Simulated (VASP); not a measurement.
A run of VASP 6.6.1 is set up as follows.

File INCAR:

```
  ALGO = Normal
  EDIFF = 1E-8
  ENCUT = 520
  GGA = PE
  ISIF = 2
  ISMEAR = -1
  LASPH = T
  LCHARG = F
  LEFG = T
  LREAL = F
  LWAVE = F
  NBANDS = 17
  NELM = 100
  PREC = Accurate
  SIGMA = 0.03
```

The input KPOINTS:

```
k-points
0
Gamma
  10 10 10
```

File POSCAR:

```
PbSe
1.0
    0.0000000000      3.0476067612      3.2322797198
    3.0476067612      0.0000000000      3.2322797198
    3.0476067612      3.0476067612      0.0000000000
Pb Se
1 1
Direct
    0.0000000000      0.0000000000      0.0000000000
    0.5000000000      0.5000000000      0.5000000000
```

Potentials or basis: VASP PAW PBE potentials, release 64 (Pb_d, Se).

Command:

```bash
$ cat potpaw_PBE.64/Pb_d/POTCAR potpaw_PBE.64/Se/POTCAR > POTCAR
$ mpirun -np 1 vasp_std > vasp.out
```

(1) What does it give for the band gap on the k mesh?

(2) Predict the pressure.

Results:

(1) 0.36 eV.

(2) 0.5 GPa.

Caveat: without QUAD_EFG the Cq values of the log hold for a quadrupole moment of 1 mb, not for the nuclei; spin-orbit coupling is left out, which moves the levels of the heavy elements.
